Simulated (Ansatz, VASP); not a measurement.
# Sn: VASP beside Ansatz

```
Sn
1.0
     0.00000    3.23334    3.23334
     3.23334    0.00000    3.23334
     3.23334    3.23334    0.00000
Sn
2
Direct
  0.75000 0.75000 0.75000
  0.50000 0.50000 0.50000
```

Alike in both runs: task relaxation of cell and atoms; functional PBE; dispersion D4; k mesh 7 × 7 × 7; occupations fermi-dirac, width 0.05 eV; no spin polarisation.

|  | VASP | Ansatz |
| --- | --- | --- |
| version | VASP 6.6.1 | Ansatz 0.2.0 |
| potentials or method | VASP PAW PBE potentials, release 64 (Sn_d), cutoff 600 eV | all-electron LAPW, scalar-relativistic |

|  | VASP | Ansatz | Ansatz less VASP |
| --- | --- | --- | --- |
| relaxed volume (Å³/atom) | 35.35 | 35.38 | +0.022 |
| relaxed cell length with the largest relative difference (Å) | 4.642 | 4.642 | +0.0009 |

Ansatz ran all-electron here, and VASP with PAW potentials.
